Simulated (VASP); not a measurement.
Write the native input for VASP 6.6.1 that does the following.

```
Task                   : relaxation of cell and atoms
Functional             : PBE
Potentials or basis    : VASP PAW PBE potentials, release 64 (Sn_d, O)
Cutoff                 : 600 eV
k mesh                 : 12 × 12 × 12
Occupations            : gaussian, width 0.01 eV
Spin                   : no spin polarisation
Dipole correction      : no
Further INCAR settings : ALGO = Normal; EDIFF = 1e-07; IBRION = 2; EDIFFG = -0.01; NSW = 100; ISIF = 3
```

The structure of SnO lies in POSCAR:

```
SnO
1.0
    3.7823942120      0.0000000000      0.0000000000
   -1.8911971060      3.2756494747      0.0000000000
    0.0000000000      0.0000000000      3.0380314204
Sn O
1 1
Direct
    0.3333333333      0.6666666667      0.5000000000
    0.6666666667      0.3333333333      0.5000000000
```

The cell was generated, and may not be a known phase.

These files were run (other wordings do the same):

INCAR

```
ALGO = Normal
EDIFF = 1E-7
EDIFFG = -0.01
ENCUT = 600
GGA = PE
IBRION = 2
ISIF = 3
ISMEAR = 0
LASPH = T
LCHARG = F
LREAL = F
LWAVE = F
NELM = 60
NSW = 100
PREC = Accurate
SIGMA = 0.01
```

KPOINTS

```
k-points
0
Gamma
  12 12 12
```

Potentials or basis: VASP PAW PBE potentials, release 64 (Sn_d, O).

Command:

```sh
$ cat potpaw_PBE.64/Sn_d/POTCAR potpaw_PBE.64/O/POTCAR > POTCAR
$ mpirun -np 1 vasp_std > vasp.out
```

It gave:

```json
{
 "Relaxed volume": "18.96 Å³/atom",
 "Relaxed cell": "a = 3.787 Å, b = 3.787 Å, c = 3.053 Å, α = 90.00°, β = 90.00°, γ = 120.00°",
 "Space group after relaxing (to 0.1 Å)": "P-6m2 (No. 187)",
 "Energy gained by relaxing": "0.2 meV/atom",
 "Ionic steps": "4",
 "Pressure after relaxing": "0.0 GPa",
 "Band gap on the k mesh": "zero (bands 10 and 11 overlap by 0.02 eV)"
}
```

Caveat: semilocal functionals underestimate gaps, and a narrow one can read as zero; spin-orbit coupling is left out, which moves the levels of the heavy elements.

It took 76 s on 1 thread of Intel(R) Xeon(R) 6975P-C (Granite Rapids), on a shared host, peak memory 0.23 GiB.
